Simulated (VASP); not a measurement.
# Ta (P6_3/mmc) in VASP: notebook

The runs below take Ta through relaxation of cell and atoms, with PBEsol, BLYP+D3(BJ).

Program: VASP 6.6.1. These are calculated values, not measurements. Logs are shortened: lines on timing, memory, paths and dates and some standing lists are left out, and cuts for length are marked.

## Step 1: The cell of the first run

The structure is hexagonal, space group P6_3/mmc (No. 194). Conventional cell: a = 2.900 Å, b = 2.900 Å, c = 5.166 Å, α = 90.00°, β = 90.00°, γ = 120.00°. Ta (site symmetry -6m2) has 12 Ta at 2.90 to 3.08 Å within 3.8 Å.

This isn't the form of Ta at room conditions, which is bcc.

## Step 2: Relaxation of cell and atoms, PBEsol

Input file INCAR:

```
SYSTEM = Ta
PREC = Accurate
ENCUT = 500
EDIFF = 1E-7
ISMEAR = -1
SIGMA = 0.1
LREAL = .False.
LASPH = .True.
NELM = 120
ALGO = Normal
ISIF = 3
LWAVE = .False.
LCHARG = .False.
GGA = PS
IBRION = 2
NSW = 80
EDIFFG = -0.02
GGA_COMPAT = .False.
NELMIN = 4
```

Input file KPOINTS:

```
Automatic mesh
0
Gamma
  13 13 7
  0 0 0
```

Input file POSCAR:

```
Ta
1.0
    2.9003720000      0.0000000000      0.0000000000
   -1.4501860000      2.5117958324      0.0000000000
    0.0000000000      0.0000000000      5.1662740000
Ta
2
Direct
    0.6666666667      0.3333333333      0.7500000000
    0.3333333333      0.6666666667      0.2500000000
```

Potentials or basis: VASP PAW PBE potentials, release 64 (Ta_pv).

Started as:

```bash
$ cat potpaw_PBE.64/Ta_pv/POTCAR > POTCAR
$ mpirun -np 1 vasp_std > vasp.out
```

OUTCAR:

```text
SYSTEM = Ta
   PREC = Accurate
   ENCUT = 500
   EDIFF = 1E-7
   ISMEAR = -1
   LREAL = .False.
   LASPH = .True.
   NELM = 120
   ISIF = 3
   GGA = PS
   IBRION = 2
   NSW = 80
   EDIFFG = -0.02
   NELMIN = 4

 ion  position               nearest neighbor table
   1  0.667  0.333  0.750-   2 3.08   2 3.08   2 3.08   2 3.08   2 3.08   2 3.08
   2  0.333  0.667  0.250-   1 3.08   1 3.08   1 3.08   1 3.08   1 3.08   1 3.08

  LATTYP: Found a hexagonal cell.
 ALAT       =     2.9003720000
 C/A-ratio  =     1.7812453023

  Lattice vectors:

 A1 = (   2.9003720000,   0.0000000000,   0.0000000000)
 A2 = (  -1.4501860000,   2.5117958324,   0.0000000000)
 A3 = (   0.0000000000,   0.0000000000,   5.1662740000)

Analysis of symmetry for initial positions (statically):
=====================================================================
 Subroutine PRICEL returns:
 Original cell was already a primitive cell.

 Routine SETGRP: Setting up the symmetry group for a
 hexagonal supercell.

 Subroutine GETGRP returns: Found 24 space group operations
 (whereof 12 operations were pure point group operations)
 out of a pool of 24 trial point group operations.

The static configuration has the point symmetry D_3d.
 The point group associated with its full space group is D_6h.

Analysis of symmetry for dynamics (positions and initial velocities):
=====================================================================
 Subroutine PRICEL returns:
 Original cell was already a primitive cell.

 Routine SETGRP: Setting up the symmetry group for a
 hexagonal supercell.

 Subroutine GETGRP returns: Found 24 space group operations
 (whereof 12 operations were pure point group operations)
 out of a pool of 24 trial point group operations.

The dynamic configuration has the point symmetry D_3d.
 The point group associated with its full space group is D_6h.

 Subroutine INISYM returns: Found 24 space group operations
 (whereof 12 operations are pure point group operations),
 and found     1 'primitive' translations

----------------------------------------------------------------------------------------

                                     Primitive cell

  volume of cell :      37.6370

  direct lattice vectors                    reciprocal lattice vectors
     2.900372000  0.000000000  0.000000000     0.344783359  0.199060765  0.000000000
    -1.450186000  2.511795832  0.000000000     0.000000000  0.398121530  0.000000000
     0.000000000  0.000000000  5.166274000     0.000000000  0.000000000  0.193563098

  length of vectors
     2.900372000  2.900372000  5.166274000     0.398121530  0.398121530  0.193563098

  position of ions in fractional coordinates (direct lattice)
     0.666666667  0.333333333  0.750000000
     0.333333333  0.666666667  0.250000000

  ion indices of the primitive-cell ions
   primitive index   ion index
                 1           1
                 2           2

----------------------------------------------------------------------------------------

 KPOINTS: Automatic mesh

Automatic generation of k-mesh.
 Grid dimensions read from file:
 generate k-points for:   13   13    7

 Generating k-lattice:

  Cartesian coordinates                     Fractional coordinates (reciprocal lattice)
     0.026521797  0.015312367  0.000000000     0.076923077  0.000000000  0.000000000
     0.000000000  0.030624733  0.000000000     0.000000000  0.076923077  0.000000000
     0.000000000  0.000000000  0.027651871     0.000000000  0.000000000  0.142857143

  Length of vectors
     0.030624733  0.030624733  0.027651871

  Shift w.r.t. Gamma in fractional coordinates (k-lattice)
     0.000000000  0.000000000  0.000000000

 Subroutine IBZKPT returns following result:
 ===========================================

 Found     84 irreducible k-points:

 Following reciprocal coordinates:
            Coordinates               Weight
  0.000000  0.000000  0.000000      1.000000
  0.076923 -0.000000  0.000000      6.000000
  0.153846 -0.000000  0.000000      6.000000
  0.230769 -0.000000  0.000000      6.000000
  0.307692 -0.000000  0.000000      6.000000
  0.384615 -0.000000  0.000000      6.000000
[... 16 lines left out ...]
  0.076923 -0.000000  0.142857     12.000000
  0.153846 -0.000000  0.142857     12.000000
 [... further k-points ...]
   k-points           NKPTS =     84   k-points in BZ     NKDIM =     84   number of bands    NBANDS=     15
   number of dos      NEDOS =    301   number of ions     NIONS =      2
   total plane-waves  NPLWV =  23040
   dimension x,y,z NGX =    24 NGY =   24 NGZ =   40
   dimension x,y,z NGXF=    48 NGYF=   48 NGZF=   80
   ions per type =               2
   NGX,Y,Z   is equivalent  to a cutoff of  13.76, 13.76, 12.87 a.u.
   NGXF,Y,Z  is equivalent  to a cutoff of  27.51, 27.51, 25.74 a.u.
 SYSTEM =  Ta
   PREC   = accura    normal or accurate (medium, high low for compatibility)
   ISTART =      0    job   : 0-new  1-cont  2-samecut
   ICHARG =      2    charge: 1-file 2-atom 10-const
   ISPIN  =      1    spin polarized calculation?
   LNONCOLLINEAR =      F non collinear calculations
   LSORBIT =      F    spin-orbit coupling
   LASPH  =      T    aspherical Exc in radial PAW
   ENCUT  =  500.0 eV  36.75 Ry    6.06 a.u.   5.29  5.29  9.42*2*pi/ulx,y,z
   NELM   =    120;   NELMIN=  4; NELMDL= -5     # of ELM steps
   EDIFF  = 0.1E-06   stopping-criterion for ELM
   LREAL  =      F    real-space projection
   EDIFFG = -.2E-01   stopping-criterion for IOM
   NSW    =     80    number of steps for IOM
   IBRION =      2    ionic relax: 0-MD 1-quasi-New 2-CG
   NFREE  =      1    steps in history (QN), initial steepest desc. (CG)
   ISIF   =      3    stress and relaxation
   ISYM   =      2    0-nonsym 1-usesym 2-fastsym
   POTIM  = 0.5000    time-step for ionic-motion
   TEBEG  =    0.0;   TEEND  =   0.0 temperature during run
   PSTRESS=    0.0 pullay stress
   NELECT =      22.0000    total number of electrons
   NUPDOWN=      -1.0000    fix difference up-down
   EMIN   =  10.00;   EMAX   =-10.00  energy-range for DOS
   EFERMI =   0.00;   METHOD = LEGACY
   ISMEAR =    -1;   SIGMA  =   0.10  broadening in eV -4-tet -1-fermi 0-gaus
   EFERMI_NEDOS =   21; number of points for ismear=-14 and -15
   IALGO  =     38    algorithm
   IMIX   =      4    mixing-type and parameters
     AMIX     =   0.40;   BMIX     =  1.00
     AMIX_MAG =   1.60;   BMIX_MAG =  1.00
  volume/ion in A,a.u.               =      18.82       126.99
  Fermi-wavevector in a.u.,A,eV,Ry     =   1.368812  2.586680 25.492517  1.873647
  Thomas-Fermi vector in A             =   2.494743
   LORBIT       =      0    0 simple, 1 ext, 2 COOP (PROOUT), +10 PAW based schemes
   GGA     = PS    functional components
   LHFCALC =     F    Hartree Fock is set to
   AEXX    =    0.0000 exact exchange contribution
   IVDW    =     0    specifies the selected vdW correction
   LEPSILON=     F    determine dielectric tensor
   LRPA    =     F    only Hartree local field effects (RPA)
 conjugate gradient relaxation of ions
 non-spin polarized calculation
  energy-cutoff  :      500.00
  volume of cell :       37.64
 maximum number of plane-waves:       968
 NGX is ok and might be reduce to    24
   NGX = 11   NGY = 11   NGZ = 19

--------------------------------------- Ionic step        1  -------------------------------------------

 number of electron      22.0000003 magnetization

 Free energy of the ion-electron system (eV)
  ---------------------------------------------------
  ext. energy  EPLUGINS =         0.00000000
  ---------------------------------------------------
  free energy    TOTEN  =       -24.52142406 eV

  energy without entropy =      -24.43368542  energy(sigma->0) =      -24.47755474

------------------------ aborting loop because EDIFF is reached ----------------------------------------

  FORCE on cell =-STRESS in cart. coord.  units (eV):
  Direction    XX          YY          ZZ          XY          YZ          ZX
  --------------------------------------------------------------------------------------
  -------------------------------------------------------------------------------------
  Total       -1.5827234     -1.5827234     -1.6344915      0.0000000     -0.0000000     -0.0000000
  in kB      -67.3752118    -67.3752118    -69.5789327      0.0000000     -0.0000000     -0.0000000
  external PRESSURE =     -68.1097855 kB  Pullay stress =       0.0000000 kB
[... 165 lines left out ...]
  energy  without entropy=      -24.4677842620  energy(sigma->0) =      -24.50934639

--------------------------------------- Ionic step        6  -------------------------------------------

 number of electron      22.0000000 magnetization

 Free energy of the ion-electron system (eV)
  ---------------------------------------------------
  ext. energy  EPLUGINS =         0.00000000
  ---------------------------------------------------
  free energy    TOTEN  =       -24.55106734 eV

  energy without entropy =      -24.46803006  energy(sigma->0) =      -24.50954870

 E-fermi :   5.6842     XC(G=0): -12.6831

 val. band max:        5.6641038119   @ k =   0.3077   0.0769   0.2857
 cond. band min:       5.6923067614   @ k =   0.3077  -0.0000   0.4286
 fundamental gap:      0.0282029495
 Fermi energy:         5.6841744763

 k-point     1 :       0.0000    0.0000    0.0000
  band No.  band energies     occupation
      1     -28.8085      2.00000
      2     -27.8725      2.00000
      3     -27.7631      2.00000
      4     -27.7631      2.00000
      5     -27.6684      2.00000
      6     -27.6684      2.00000
      7      -2.6311      2.00000
      8       0.6737      2.00000
      9       5.1205      1.99289
     10       5.7301      0.77453
     11       6.2803      0.00514
     12       6.2803      0.00514
     13       6.8819      0.00001
     14       6.8819      0.00001
     15       8.7347      0.00000
[... 397 lines left out ...]
 k-point    24 :       0.1538   -0.0000    0.1429
  band No.  band energies     occupation
      1     -28.6899      2.00000
      2     -28.0157      2.00000
      3     -27.9788      2.00000
      4     -27.8789      2.00000
      5     -27.8266      2.00000
      6     -27.7217      2.00000
      7      -1.5572      2.00000
      8       1.5254      2.00000
      9       4.4390      1.99999
     10       4.9681      1.99845
     11       5.7114      0.86466
     12       6.3110      0.00378
     13       7.0900      0.00000
     14       7.6176      0.00000
     15       7.9865      0.00000

 [... further k-points ...]

------------------------ aborting loop because EDIFF is reached ----------------------------------------

  FORCE on cell =-STRESS in cart. coord.  units (eV):
  Direction    XX          YY          ZZ          XY          YZ          ZX
  --------------------------------------------------------------------------------------
  -------------------------------------------------------------------------------------
  Total        0.0331559      0.0331559      0.0287444     -0.0000000      0.0000000      0.0000000
  in kB        1.4649719      1.4649719      1.2700517     -0.0000000      0.0000000      0.0000000
  external PRESSURE =       1.3999985 kB  Pullay stress =       0.0000000 kB
[... 17 lines left out ...]
  FREE ENERGIE OF THE ION-ELECTRON SYSTEM (eV)
  ---------------------------------------------------
  free  energy   TOTEN  =       -24.5510673363 eV

  energy  without entropy=      -24.4680300581  energy(sigma->0) =      -24.50954870

 reached required accuracy - stopping structural energy minimisation
```

It took 72 s on 1 thread of Intel Xeon Platinum 8488C (Sapphire Rapids), shared host; peak memory 0.19 GiB.

What came out:

```yaml
Free_energy: -24.5511 eV
Relaxed_volume: 18.13 Å³/atom
Relaxed_cell: a = 2.868 Å, b = 2.868 Å, c = 5.090 Å, α = 90.00°, β = 90.00°, γ = 120.00°
Space_group_after_relaxing_to_0.1_Å: P6_3/mmc (No. 194)
Energy_gained_by_relaxing: 14.8 meV/atom
Ionic_steps: 6
Pressure_after_relaxing: 0.1 GPa
Band_gap_on_the_k_mesh: zero (bands 11 and 12 overlap by 1.73 eV)
```

The path:
```tsv
step	energy change (eV)	largest force (eV/Å)	pressure (GPa)	volume (Å³)
1	0.0000	0.0000	-6.81	37.64
2	0.1291	0.0000	19.08	33.45
3	-0.0295	0.0000	-0.20	36.33
4	-0.0295	0.0000	-0.01	36.29
5	-0.0295	0.0000	0.14	36.27
6	-0.0296	0.0000	0.14	36.26
```

Final structure:
```
Ta
1.0
     2.86800    0.00000    0.00000
    -1.43400    2.48376    0.00000
     0.00000    0.00000    5.09043
Ta
2
Direct
  0.66667 0.33333 0.75000
  0.33333 0.66667 0.25000
```

Caveat: the PAW data sets were made with another functional, which shifts forces and pressure a little; spin-orbit coupling is left out, which moves the levels of the heavy elements.

## Step 3: Relaxation of cell and atoms, BLYP+D3(BJ)

Input file INCAR:

```
PREC = Accurate
ENCUT = 500
EDIFF = 1E-7
ISMEAR = -1
SIGMA = 0.1
LREAL = False
LASPH = True
NELM = 120
ALGO = Normal
ISIF = 3
LWAVE = False
LCHARG = False
GGA = B5
ALDAX = 1.0
AGGAX = 1.0
AGGAC = 1.0
ALDAC = 0.0
IVDW = 12
VDW_S6 = 1.0
VDW_S8 = 2.6996
VDW_A1 = 0.4298
VDW_A2 = 4.2359
IBRION = 2
NSW = 80
EDIFFG = -0.02
GGA_COMPAT = False
NELMIN = 4
```

Input file KPOINTS:

```
regular mesh
0
Gamma
  13 13 7
```

POSCAR is that of step 2.

Potentials or basis: VASP PAW PBE potentials, release 64 (Ta_pv).

Started as:

```bash
$ cat potpaw_PBE.64/Ta_pv/POTCAR > POTCAR
$ mpirun -np 1 vasp_std > vasp.out
```

It took 2.2 min on 1 thread of Intel Xeon Platinum 8488C (Sapphire Rapids), shared host; peak memory 0.2 GiB.

Results (log left out):

```yaml
Free_energy: -23.2782 eV
Relaxed_volume: 18.05 Å³/atom
Relaxed_cell: a = 2.859 Å, b = 2.859 Å, c = 5.098 Å, α = 90.00°, β = 90.00°, γ = 120.00°
Space_group_after_relaxing_to_0.1_Å: P6_3/mmc (No. 194)
Energy_gained_by_relaxing: 19.5 meV/atom
Ionic_steps: 7
Pressure_after_relaxing: -0.1 GPa
Band_gap_on_the_k_mesh: zero (bands 11 and 12 overlap by 1.88 eV)
Dispersion_energy_per_atom: -1.635 eV
```

Stress tensor (GPa, compression positive):
```
-0.01  0.00  0.00
 0.00 -0.01  0.00
 0.00  0.00 -0.14
```

The path:
```
step  energy change (eV)  largest force (eV/Å)  pressure (GPa)  volume (Å³)
   1              0.0000                0.0000           -7.76        37.64
   2              0.1679                0.0000           22.24        32.89
   3             -0.0389                0.0000           -0.29        36.14
   4             -0.0389                0.0000           -0.03        36.09
   5             -0.0389                0.0000            0.14        36.06
   6             -0.0389                0.0000           -0.27        36.13
   7             -0.0389                0.0000           -0.05        36.09
```

Final structure:
```
CELL_PARAMETERS angstrom
2.85928 0.00000 0.00000
-1.42964 2.47621 0.00000
0.00000 0.00000 5.09801
ATOMIC_POSITIONS crystal
Ta 0.66667 0.33333 0.75000
Ta 0.33333 0.66667 0.25000
```

Levels at points of the mesh, in eV from the Fermi level:
```
           k point  band 8  band 9  band 10  band 11  band 12  band 13  band 14  band 15
(0.00, 0.00, 0.00)   -4.99   -0.70     0.28     0.54     0.54     1.11     1.11     3.00
```

Caveat: the PAW data sets were made with another functional, which shifts forces and pressure a little; spin-orbit coupling is left out, which moves the levels of the heavy elements.
